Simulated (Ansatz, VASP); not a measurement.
## One calculation of Pd, two programs

```
Pd
1.0
    15.00000    0.00000    0.00000
     0.00000   15.50000    0.00000
     0.00000    0.00000   16.00000
Pd
1
Direct
  0.50000 0.50000 0.50000
```

Alike in both runs: task single point; functional PBE; k mesh 1 × 1 × 1; occupations gaussian, width 0.005 eV; no spin polarisation.

|  | VASP | Ansatz |
| --- | --- | --- |
| version | VASP 6.6.1 | Ansatz 0.2.0 |
| potentials or method | VASP PAW PBE potentials, release 64 (Pd), cutoff 400 eV | scalar-relativistic, plane waves, PAW |
| valence electrons in the cell | 10 | 18 |

VASP gave:

```
gap on the k mesh at the Fermi level (eV) : 0.67
```

Problem. Estimate Ansatz's values.

Solution. gap on the k mesh at the Fermi level (eV): 0.73.

VASP's potentials hold 10 valence electrons a cell and Ansatz's 18, so a difference there can come from the potentials and not from the codes.
